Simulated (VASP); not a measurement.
Set up this calculation in VASP 6.6.1, as the native input.

```yaml
Task: single point
Functional: PBEsol
Potentials_or_basis: VASP PAW PBE potentials, release 64 (Sc_sv, Al)
Cutoff: 520 eV
k_mesh: 14 × 14 × 14
Occupations: fermi-dirac, width 0.1 eV
Spin: no spin polarisation
Dipole_correction: no
Further_INCAR_settings: ALGO = Normal; EDIFF = 1e-06; NBANDS = 14
```

The structure of ScAl lies in POSCAR:

```
ScAl
1.0
    3.2350759527      0.0000000000      0.0000000000
    0.0000000000      3.2350759527      0.0000000000
    0.0000000000      0.0000000000      3.2350759527
Sc Al
1 1
Direct
    0.5000000000      0.5000000000      0.5000000000
    0.0000000000      0.0000000000      0.0000000000
```

The input as run:

INCAR

```
SYSTEM = ScAl
PREC     = Accurate       ! precision mode
ENCUT    = 520            ! plane-wave cutoff, eV
EDIFF    = 1E-6           ! SCF threshold, eV
ISMEAR   = -1             ! smearing method
SIGMA    = 0.1            ! smearing width, eV
LREAL    = .False.        ! projectors in reciprocal space
LASPH    = .True.         ! aspherical terms in the spheres
NELM     = 80             ! most SCF steps
ALGO     = Normal         ! electronic algorithm
ISIF     = 2              ! what is computed and relaxed
LWAVE    = .False.        ! write WAVECAR
LCHARG   = .True.         ! write CHGCAR
GGA      = PS             ! functional
LELF     = .True.         ! ELF
LVHAR    = .True.       
NBANDS   = 14             ! bands
```

KPOINTS

```
regular mesh
0
Gamma
  14 14 14
  0 0 0
```

Potentials or basis: VASP PAW PBE potentials, release 64 (Sc_sv, Al).

The run is started by

```sh
$ cat potpaw_PBE.64/Sc_sv/POTCAR potpaw_PBE.64/Al/POTCAR > POTCAR
$ mpirun -np 1 vasp_std > vasp.out
```

Results of the run:

* Pressure: 10.2 GPa
* Band gap on the k mesh: zero (band 7 reaches 7.24 eV, above the bottom of band 8 at 6.06 eV)

Caveat: the PAW data sets were made with another functional, which shifts forces and pressure a little.

Wall time 21 s on 1 thread of Intel(R) Xeon(R) Platinum 8488C (Sapphire Rapids) (shared host), peak memory 0.18 GiB.
